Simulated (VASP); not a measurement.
# FePt (P4/mmm) in VASP: notebook

The runs below take FePt through single point, with PBE.

Everything below comes from runs of VASP 6.6.1. Logs are shortened: lines on timing, memory, paths and dates and some standing lists are left out, and cuts for length are marked.

## (1) The cell of the first run

It takes space group P4/mmm (No. 123, tetragonal). Conventional cell: a = 2.734 Å, b = 2.734 Å, c = 3.753 Å, α = 90.00°, β = 90.00°, γ = 90.00°. Within 3.6 Å of Fe (site symmetry 4/mmm) lie 8 Pt at 2.69 Å and 4 Fe at 2.73 Å. Within 3.6 Å of Pt (site symmetry 4/mmm) lie 8 Fe at 2.69 Å and 4 Pt at 2.73 Å.

## (2) Single point, PBE

INCAR reads:

```
PREC = Accurate
ENCUT = 520
EDIFF = 1E-6
ISMEAR = 0
SIGMA = 0.05
LREAL = False
LASPH = True
NELM = 60
ALGO = Fast
ISIF = 2
LWAVE = False
LCHARG = False
GGA = PE
NBANDS = 16
```

KPOINTS reads:

```
Automatic mesh
0
Gamma
  12 12 10
```

POSCAR reads:

```
FePt
1.0
    2.7341813276      0.0000000000      0.0000000000
    0.0000000000      2.7341813276      0.0000000000
    0.0000000000      0.0000000000      3.7532883631
Fe Pt
1 1
Direct
    0.5000000000      0.5000000000      0.5000000000
    0.0000000000      0.0000000000      0.0000000000
```

Potentials or basis: VASP PAW PBE potentials, release 64 (Fe, Pt).

Command:

```console
$ cat potpaw_PBE.64/Fe/POTCAR potpaw_PBE.64/Pt/POTCAR > POTCAR
$ mpirun -np 1 vasp_std > vasp.out
```

OUTCAR:

```text
PREC = Accurate
   ENCUT = 520
   EDIFF = 1E-6
   ISMEAR = 0
   LREAL = False
   LASPH = True
   NELM = 60
   ISIF = 2
   GGA = PE

 ion  position               nearest neighbor table
   1  0.500  0.500  0.500-   2 2.69   2 2.69   2 2.69   2 2.69   2 2.69   2 2.69   2 2.69   2 2.69

   2  0.000  0.000  0.000-   1 2.69   1 2.69   1 2.69   1 2.69   1 2.69   1 2.69   1 2.69   1 2.69

  LATTYP: Found a simple tetragonal cell.
 ALAT       =     2.7341813276
 C/A-ratio  =     1.3727284014

  Lattice vectors:

 A1 = (   2.7341813276,   0.0000000000,   0.0000000000)
 A2 = (   0.0000000000,   2.7341813276,   0.0000000000)
 A3 = (   0.0000000000,   0.0000000000,   3.7532883631)

Analysis of symmetry for initial positions (statically):
=====================================================================
 Subroutine PRICEL returns:
 Original cell was already a primitive cell.

 Routine SETGRP: Setting up the symmetry group for a
 simple tetragonal supercell.

 Subroutine GETGRP returns: Found 16 space group operations
 (whereof 16 operations were pure point group operations)
 out of a pool of 16 trial point group operations.

The static configuration has the point symmetry D_4h.

Analysis of symmetry for dynamics (positions and initial velocities):
=====================================================================
 Subroutine PRICEL returns:
 Original cell was already a primitive cell.

 Routine SETGRP: Setting up the symmetry group for a
 simple tetragonal supercell.

 Subroutine GETGRP returns: Found 16 space group operations
 (whereof 16 operations were pure point group operations)
 out of a pool of 16 trial point group operations.

The dynamic configuration has the point symmetry D_4h.

 Subroutine INISYM returns: Found 16 space group operations
 (whereof 16 operations are pure point group operations),
 and found     1 'primitive' translations

----------------------------------------------------------------------------------------

                                     Primitive cell

  volume of cell :      28.0586

  direct lattice vectors                    reciprocal lattice vectors
     2.734181328  0.000000000  0.000000000     0.365740191  0.000000000  0.000000000
     0.000000000  2.734181328  0.000000000     0.000000000  0.365740191  0.000000000
     0.000000000  0.000000000  3.753288363     0.000000000  0.000000000  0.266433032

  length of vectors
     2.734181328  2.734181328  3.753288363     0.365740191  0.365740191  0.266433032

  position of ions in fractional coordinates (direct lattice)
     0.500000000  0.500000000  0.500000000
     0.000000000  0.000000000  0.000000000

  ion indices of the primitive-cell ions
   primitive index   ion index
                 1           1
                 2           2

----------------------------------------------------------------------------------------

 KPOINTS: Automatic mesh

Automatic generation of k-mesh.
 Grid dimensions read from file:
 generate k-points for:   12   12   10

 Generating k-lattice:

  Cartesian coordinates                     Fractional coordinates (reciprocal lattice)
     0.030478349  0.000000000  0.000000000     0.083333333  0.000000000  0.000000000
     0.000000000  0.030478349  0.000000000     0.000000000  0.083333333  0.000000000
     0.000000000  0.000000000  0.026643303     0.000000000  0.000000000  0.100000000

  Length of vectors
     0.030478349  0.030478349  0.026643303

  Shift w.r.t. Gamma in fractional coordinates (k-lattice)
     0.000000000  0.000000000  0.000000000

 Subroutine IBZKPT returns following result:
 ===========================================

 Found    168 irreducible k-points:

 Following reciprocal coordinates:
            Coordinates               Weight
  0.000000  0.000000  0.000000      1.000000
  0.083333  0.000000  0.000000      4.000000
  0.166667  0.000000  0.000000      4.000000
  0.250000  0.000000  0.000000      4.000000
  0.333333  0.000000  0.000000      4.000000
  0.416667  0.000000  0.000000      4.000000
[... 16 lines left out ...]
  0.333333  0.333333  0.000000      4.000000
  0.416667  0.333333  0.000000      8.000000
 [... further k-points ...]
   k-points           NKPTS =    168   k-points in BZ     NKDIM =    168   number of bands    NBANDS=     16
   number of dos      NEDOS =    301   number of ions     NIONS =      2
   total plane-waves  NPLWV =  11200
   dimension x,y,z NGX =    20 NGY =   20 NGZ =   28
   dimension x,y,z NGXF=    40 NGYF=   40 NGZF=   56
   ions per type =               1   1
   NGX,Y,Z   is equivalent  to a cutoff of  12.16, 12.16, 12.40 a.u.
   NGXF,Y,Z  is equivalent  to a cutoff of  24.32, 24.32, 24.80 a.u.
 SYSTEM =  unknown system
   PREC   = accura    normal or accurate (medium, high low for compatibility)
   ISTART =      0    job   : 0-new  1-cont  2-samecut
   ICHARG =      2    charge: 1-file 2-atom 10-const
   ISPIN  =      1    spin polarized calculation?
   LNONCOLLINEAR =      F non collinear calculations
   LSORBIT =      F    spin-orbit coupling
   LASPH  =      T    aspherical Exc in radial PAW
   ENCUT  =  520.0 eV  38.22 Ry    6.18 a.u.   5.08  5.08  6.98*2*pi/ulx,y,z
   NELM   =     60;   NELMIN=  2; NELMDL= -5     # of ELM steps
   EDIFF  = 0.1E-05   stopping-criterion for ELM
   LREAL  =      F    real-space projection
   EDIFFG = 0.1E-04   stopping-criterion for IOM
   NSW    =      0    number of steps for IOM
   IBRION =     -1    ionic relax: 0-MD 1-quasi-New 2-CG
   NFREE  =      0    steps in history (QN), initial steepest desc. (CG)
   ISIF   =      2    stress and relaxation
   ISYM   =      2    0-nonsym 1-usesym 2-fastsym
   POTIM  = 0.5000    time-step for ionic-motion
   TEBEG  =    0.0;   TEEND  =   0.0 temperature during run
   PSTRESS=    0.0 pullay stress
   NELECT =      18.0000    total number of electrons
   NUPDOWN=      -1.0000    fix difference up-down
   EMIN   =  10.00;   EMAX   =-10.00  energy-range for DOS
   EFERMI =   0.00;   METHOD = LEGACY
   ISMEAR =     0;   SIGMA  =   0.05  broadening in eV -4-tet -1-fermi 0-gaus
   EFERMI_NEDOS =   21; number of points for ismear=-14 and -15
   IALGO  =     68    algorithm
   IMIX   =      4    mixing-type and parameters
     AMIX     =   0.40;   BMIX     =  1.00
     AMIX_MAG =   1.60;   BMIX_MAG =  1.00
  volume/ion in A,a.u.               =      14.03        94.67
  Fermi-wavevector in a.u.,A,eV,Ry     =   1.411920  2.668142 27.123467  1.993519
  Thomas-Fermi vector in A             =   2.533722
   LORBIT       =      0    0 simple, 1 ext, 2 COOP (PROOUT), +10 PAW based schemes
   GGA     = PE    functional components
   LHFCALC =     F    Hartree Fock is set to
   AEXX    =    0.0000 exact exchange contribution
   IVDW    =     0    specifies the selected vdW correction
   LEPSILON=     F    determine dielectric tensor
   LRPA    =     F    only Hartree local field effects (RPA)
 non-spin polarized calculation
 RMM-DIIS sequential band-by-band and
 Gauss-broadening in eV      SIGMA  =   0.05
  energy-cutoff  :      520.00
  volume of cell :       28.06
 maximum number of plane-waves:       784
   NGX = 11   NGY = 11   NGZ = 13

 number of electron      17.9999991 magnetization

 Free energy of the ion-electron system (eV)
  ---------------------------------------------------
  ext. energy  EPLUGINS =         0.00000000
  ---------------------------------------------------
  free energy    TOTEN  =       -14.01891911 eV

  energy without entropy =      -14.01364821  energy(sigma->0) =      -14.01628366

 E-fermi :   8.2871     XC(G=0): -13.0052

 val. band max:        8.2870095852   @ k =   0.4167   0.1667   0.4000
 cond. band min:       8.2905731465   @ k =   0.4167   0.4167   0.0000
 fundamental gap:      0.0035635613
 Fermi energy:         8.2870510038

 k-point     1 :       0.0000    0.0000    0.0000
  band No.  band energies     occupation
      1      -0.9844      2.00000
      2       2.2837      2.00000
      3       2.3975      2.00000
      4       5.5047      2.00000
      5       5.5047      2.00000
      6       6.7042      2.00000
[... 8 lines left out ...]
     15      20.2191      0.00000
     16      25.4933      0.00000

 k-point     2 :       0.0833    0.0000    0.0000
  band No.  band energies     occupation
      1      -0.8038      2.00000
      2       2.3794      2.00000
      3       2.5194      2.00000
      4       5.3627      2.00000
      5       5.5542      2.00000
      6       6.7487      2.00000
[... 8 lines left out ...]
     15      20.5573      0.00000
     16      25.6607      0.00000

 k-point     3 :       0.1667    0.0000    0.0000
  band No.  band energies     occupation
      1      -0.2913      2.00000
      2       2.5839      2.00000
      3       2.9416      2.00000
      4       4.9741      2.00000
      5       5.6978      2.00000
      6       6.6456      2.00000
[... 8 lines left out ...]
     15      21.4975      0.00000
     16      25.8867      0.00000

 k-point     4 :       0.2500    0.0000    0.0000
  band No.  band energies     occupation
      1       0.4633      2.00000
      2       2.8772      2.00000
      3       3.5897      2.00000
      4       4.4599      2.00000
      5       5.9193      2.00000
      6       6.2592      2.00000
[... 8 lines left out ...]
     15      22.8800      0.00000
     16      24.2642      0.00000
[... 324 lines left out ...]
 k-point    22 :       0.5000    0.2500    0.0000
  band No.  band energies     occupation
      1       2.7619      2.00000
      2       3.2969      2.00000
      3       3.3843      2.00000
      4       4.1111      2.00000
      5       4.8454      2.00000
      6       6.9011      2.00000
[... 8 lines left out ...]
     15      20.6236      0.00000
     16      20.7863      0.00000

 k-point    23 :       0.3333    0.3333    0.0000
  band No.  band energies     occupation
      1       2.3708      2.00000
      2       3.3637      2.00000
      3       3.6032      2.00000
      4       3.7146      2.00000
      5       5.6892      2.00000
      6       6.5133      2.00000
[... 8 lines left out ...]
     15      19.6383      0.00000
     16      23.0985      0.00000

 k-point    24 :       0.4167    0.3333    0.0000
  band No.  band energies     occupation
      1       2.2477      2.00000
      2       3.3036      2.00000
      3       3.3684      2.00000
      4       3.5831      2.00000
      5       6.1634      2.00000
      6       7.4848      2.00000
[... 8 lines left out ...]
     15      19.9649      0.00000
     16      21.3879      0.00000

 [... further k-points ...]

------------------------ aborting loop because EDIFF is reached ----------------------------------------

  FORCE on cell =-STRESS in cart. coord.  units (eV):
  Direction    XX          YY          ZZ          XY          YZ          ZX
  --------------------------------------------------------------------------------------
  -------------------------------------------------------------------------------------
  Total       -3.0362239     -3.0362239     -2.6104039      0.0000000      0.0000000      0.0000000
  in kB     -173.3715427   -173.3715427   -149.0567766      0.0000000      0.0000000      0.0000000
  external PRESSURE =    -165.2666207 kB  Pullay stress =       0.0000000 kB

 VOLUME and BASIS-vectors are now :
 -----------------------------------------------------------------------------
  energy-cutoff  :      520.00
  volume of cell :       28.06
      direct lattice vectors                 reciprocal lattice vectors
     2.734181328  0.000000000  0.000000000     0.365740191  0.000000000  0.000000000
     0.000000000  2.734181328  0.000000000     0.000000000  0.365740191  0.000000000
     0.000000000  0.000000000  3.753288363     0.000000000  0.000000000  0.266433032

 POSITION                                       TOTAL-FORCE (eV/Angst)
 -----------------------------------------------------------------------------------
      1.36709      1.36709      1.87664         0.000000      0.000000      0.000000
      0.00000      0.00000      0.00000         0.000000      0.000000      0.000000
 -----------------------------------------------------------------------------------
    total drift:                               -0.000000      0.000000      0.000000

  FREE ENERGIE OF THE ION-ELECTRON SYSTEM (eV)
  ---------------------------------------------------
  free  energy   TOTEN  =       -14.0189191060 eV

  energy  without entropy=      -14.0136482104  energy(sigma->0) =      -14.01628366
```

It took 25 s on 1 thread of Intel Xeon 6975P-C (Granite Rapids), shared host; peak memory 0.19 GiB.

Results:

- Free energy: -14.0189 eV
- Pressure: -16.5 GPa
- Band gap on the k mesh: zero (band 9 reaches 9.02 eV, above the bottom of band 10 at 7.72 eV)

Stress tensor (GPa, compression positive):
```
-17.34   0.00   0.00
  0.00 -17.34   0.00
  0.00   0.00 -14.91
```

Caveat: spin-orbit coupling is left out, which moves the levels of the heavy elements. Spin polarisation is off, so any magnetic state and its effect on volume and gap are missing.

## (3) Single point, PBE, collinear spin, ferromagnetic start (volume scaled by 0.945)

INCAR reads:

```
SYSTEM = FePt
PREC     = Accurate       ! precision mode
ENCUT    = 520            ! plane-wave cutoff, eV
EDIFF    = 1E-7           ! SCF threshold, eV
ISMEAR   = 0              ! smearing method
SIGMA    = 0.05           ! smearing width, eV
LREAL    = .False.        ! projectors in reciprocal space
LASPH    = .True.         ! aspherical terms in the spheres
NELM     = 150            ! most SCF steps
ALGO     = Fast           ! electronic algorithm
ISIF     = 2              ! what is computed and relaxed
LWAVE    = .False.        ! write WAVECAR
LCHARG   = .False.        ! write CHGCAR
ISPIN    = 2              ! spin polarisation
MAGMOM   = 3.2 0          ! initial moments
LORBIT   = 11             ! projections on sites
LMAXMIX  = 4              ! l up to which the mixer works
GGA      = PE             ! functional
NBANDS   = 20             ! bands
```

KPOINTS reads:

```
Automatic mesh
0
Gamma
  12 12 10
  0 0 0
```

POSCAR reads:

```
FePt
1.0
    2.6800947396      0.0000000000      0.0000000000
    0.0000000000      2.6800947396      0.0000000000
    0.0000000000      0.0000000000      3.6914592136
Fe Pt
1 1
Direct
    0.5000000000      0.5000000000      0.5000000000
    0.0000000000      0.0000000000      0.0000000000
```

Potentials or basis: VASP PAW PBE potentials, release 64 (Fe, Pt).

Command:

```console
$ cat potpaw_PBE.64/Fe/POTCAR potpaw_PBE.64/Pt/POTCAR > POTCAR
$ mpirun -np 1 vasp_std > vasp.out
```

Wall time 68 s (1 thread of Intel Xeon 6975P-C (Granite Rapids), shared host); peak memory 0.25 GiB.

Results (log left out):

| Property | Result |
| --- | --- |
| Free energy | -14.7467 eV |
| Pressure | 12.5 GPa |
| Net moment | 3.19 μB per cell |
| Site moments | Fe +2.84; Pt +0.32 μB |
| Valence electrons inside the program's atomic spheres | Fe 7.07; Pt 9.53 |

Stress tensor (GPa, compression positive):
```
12.35  0.00  0.00
 0.00 12.35  0.00
 0.00  0.00 12.67
```

Levels at points of the mesh, in eV from the Fermi level:
Spin up:
| k point | band 8 | band 9 | band 10 | band 11 | band 12 | band 13 | band 14 | band 15 |
| --- | --- | --- | --- | --- | --- | --- | --- | --- |
| (0.00, 0.00, 0.00) | -1.87 | -0.43 | -0.25 | -0.25 | 2.24 | 10.15 | 12.08 | 12.08 |
| (0.50, 0.00, 0.00) | -2.44 | -2.04 | -1.63 | 0.38 | 2.29 | 10.68 | 10.85 | 12.95 |
| (0.50, 0.50, 0.00) | -0.34 | -0.34 | 0.73 | 1.73 | 1.73 | 8.14 | 10.65 | 11.06 |
| (0.00, 0.00, 0.50) | -2.22 | -2.19 | -2.19 | -1.71 | -0.78 | 15.83 | 16.06 | 16.66 |
| (0.50, 0.00, 0.50) | -0.74 | -0.59 | -0.53 | -0.41 | -0.29 | 5.10 | 7.24 | 16.31 |
| (0.50, 0.50, 0.50) | -1.80 | -0.85 | 0.73 | 7.14 | 7.14 | 8.09 | 8.70 | 8.87 |
Spin down:
```csv
k point,band 5,band 6,band 7,band 8,band 9,band 10,band 11,band 12
"(0.00, 0.00, 0.00)",-2.44,-0.88,-0.72,0.59,1.80,1.80,1.80,2.43
"(0.50, 0.00, 0.00)",-2.56,-1.37,-1.26,-0.98,0.57,0.76,2.61,2.74
"(0.50, 0.50, 0.00)",1.09,1.36,1.74,1.85,1.86,1.86,1.86,1.86
"(0.00, 0.00, 0.50)",-1.93,-1.93,-1.51,-0.52,0.12,0.49,0.49,1.54
"(0.50, 0.00, 0.50)",-2.29,-0.49,-0.48,-0.43,1.03,1.58,1.68,1.74
"(0.50, 0.50, 0.50)",-1.53,-1.43,-1.43,0.78,1.10,1.85,7.85,7.85
```

Caveat: spin-orbit coupling is left out, which moves the levels of the heavy elements.
